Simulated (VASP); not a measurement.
Here is a VASP 6.6.1 calculation.

INCAR

```
PREC = Accurate
ENCUT = 520
EDIFF = 1E-6
ISMEAR = -1
SIGMA = 0.05
LREAL = False
LASPH = True
NELM = 100
ALGO = Normal
ISIF = 2
LWAVE = False
LCHARG = False
GGA = PS
NBANDS = 18
```

File KPOINTS:

```
regular mesh
0
Gamma
  9 9 9
```

File POSCAR:

```
Ag
1.0
    0.0000000000      2.8140871700      2.8140871700
    2.8140871700      0.0000000000      2.8140871700
    2.8140871700      2.8140871700      0.0000000000
Ag
2
Direct
   -0.1250000000     -0.1250000000     -0.1250000000
    0.1250000000      0.1250000000      0.1250000000
```

Potentials or basis: VASP PAW PBE potentials, release 64 (Ag).

Launch:

```bash
$ cat potpaw_PBE.64/Ag/POTCAR > POTCAR
$ mpirun -np 1 vasp_std > vasp.out
```

What does it give for the pressure?

15.5 GPa.

Predict the band gap on the k mesh.

zero (band 11 reaches 5.58 eV, above the bottom of band 12 at 4.69 eV).

Caveat: the PAW data sets were made with another functional, which shifts forces and pressure a little.
